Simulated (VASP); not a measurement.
Wanted: the native input for a VASP 6.6.1 run.

* Task: single point
* Functional: PBE
* Potentials or basis: VASP PAW PBE potentials, release 64 (P)
* Cutoff: 520 eV
* k mesh: 6 × 6 × 4
* Occupations: gaussian, width 0.1 eV
* Spin: no spin polarisation
* Dipole correction: no
* Further INCAR settings: ALGO = Normal; EDIFF = 1e-06; NBANDS = 24

The structure of P lies in POSCAR:

```
P
1.0
    4.9254594400      0.0000000000      0.0000000000
   -2.4627297200      4.2655730000      0.0000000000
    0.0000000000      0.0000000000      4.6630657300
P
6
Direct
    0.2340405300      0.4680810500      0.2500000000
    0.5319189500      0.7659594700      0.5833333300
    0.2340405300      0.7659594700      0.9166666700
    0.7659594700      0.5319189500      0.7500000000
    0.4680810500      0.2340405300      0.0833333300
    0.7659594700      0.2340405300      0.4166666700
```

One way to write it, as run:

INCAR

```
SYSTEM = P
ALGO = Normal ; EDIFF = 1E-6
ENCUT = 520 ; GGA = PE
ISIF = 2 ; ISMEAR = 0
LASPH = .True. ; LCHARG = .False.
LREAL = .False. ; LWAVE = .False.
NBANDS = 24 ; NELM = 60
PREC = Accurate ; SIGMA = 0.1
```

KPOINTS

```
k-points
0
Gamma
  6 6 4
  0 0 0
```

Potentials or basis: VASP PAW PBE potentials, release 64 (P).

The run is started by

```bash
$ cat potpaw_PBE.64/P/POTCAR > POTCAR
$ mpirun -np 1 vasp_std > vasp.out
```

It gave:

* Pressure: 21.6 GPa
* Largest force: 0.204 eV/Å
* Band gap on the k mesh: zero (band 15 reaches 9.47 eV, above the bottom of band 16 at 8.26 eV)

Run time: 47 s on 1 thread of Intel(R) Xeon(R) Platinum 8375C CPU @ 2.90GHz (Ice Lake) (shared host), peak memory 0.22 GiB.
